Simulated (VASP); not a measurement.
Wanted: the native input for a VASP 6.6.1 run.

```yaml
Task: single point
Functional: r2SCAN
Potentials_or_basis: VASP PAW PBE potentials, release 64 (Zn, O)
Cutoff: 520 eV
k_mesh: 4 × 4 × 6
Occupations: gaussian, width 0.01 eV
Spin: no spin polarisation
Dipole_correction: no
Further_INCAR_settings: ALGO = Normal; EDIFF = 1e-07; NBANDS = 46
```

ZnO:

```xyz
8
Lattice="5.4574 0.0000 0.0000 0.0000 5.4574 0.0000 0.0000 0.0000 3.2160" Properties=species:S:1:pos:R:3 pbc="T T T"
Zn    0.9921    0.9921    1.6080
Zn    4.4653    4.4653    1.6080
Zn    3.7208    1.7366    0.0000
Zn    1.7366    3.7208    0.0000
O     4.4613    0.9961    1.6080
O     0.9961    4.4613    1.6080
O     3.7248    3.7248    0.0000
O     1.7326    1.7326    0.0000
```

These files were run (other wordings do the same):

POSCAR

```
ZnO
1.0
    5.4574337716      0.0000000000      0.0000000000
    0.0000000000      5.4574337716      0.0000000000
    0.0000000000      0.0000000000      3.2159735494
Zn O
4 4
Direct
    0.1817941392      0.1817941392      0.5000000000
    0.8182058608      0.8182058608      0.5000000000
    0.6817941392      0.3182058608      0.0000000000
    0.3182058608      0.6817941392      0.0000000000
    0.8174782387      0.1825217613      0.5000000000
    0.1825217613      0.8174782387      0.5000000000
    0.6825217613      0.6825217613      0.0000000000
    0.3174782387      0.3174782387      0.0000000000
```

INCAR.step1

```
ALGO = Normal
EDIFF = 1E-4
ENCUT = 520
GGA = PE
ISMEAR = 0
LASPH = T
LCHARG = F
LREAL = F
LWAVE = T
NBANDS = 46
NELM = 80
PREC = Accurate
SIGMA = 0.01
```

INCAR.step2

```
ALGO = Normal
EDIFF = 1E-7
ENCUT = 520
ISIF = 2
ISMEAR = 0
ISTART = 1
LASPH = T
LCHARG = F
LMIXTAU = T
LREAL = F
LWAVE = F
METAGGA = R2SCAN
NBANDS = 46
NELM = 80
PREC = Accurate
SIGMA = 0.01
```

KPOINTS

```
k-points
0
Gamma
  4 4 6
```

Potentials or basis: VASP PAW PBE potentials, release 64 (Zn, O).

Launch:

```console
$ cat potpaw_PBE.64/Zn/POTCAR potpaw_PBE.64/O/POTCAR > POTCAR
$ cp INCAR.step1 INCAR
$ mpirun -np 1 vasp_std > vasp.out
$ cp INCAR.step2 INCAR
$ mpirun -np 1 vasp_std > vasp.out
```

Results of the run:

```yaml
Pressure: 5.9 GPa
Largest_force: 0.028 eV/Å
Band_gap_on_the_k_mesh: 1.23 eV
```

Caveat: the cell stands under pressure; the PAW data sets were made with another functional, which shifts forces and pressure a little.

Run time: 4.3 min on 1 thread of AMD EPYC 9R45 96-Core Processor (Zen 5), with other jobs on the host, peak memory 0.22 GiB.
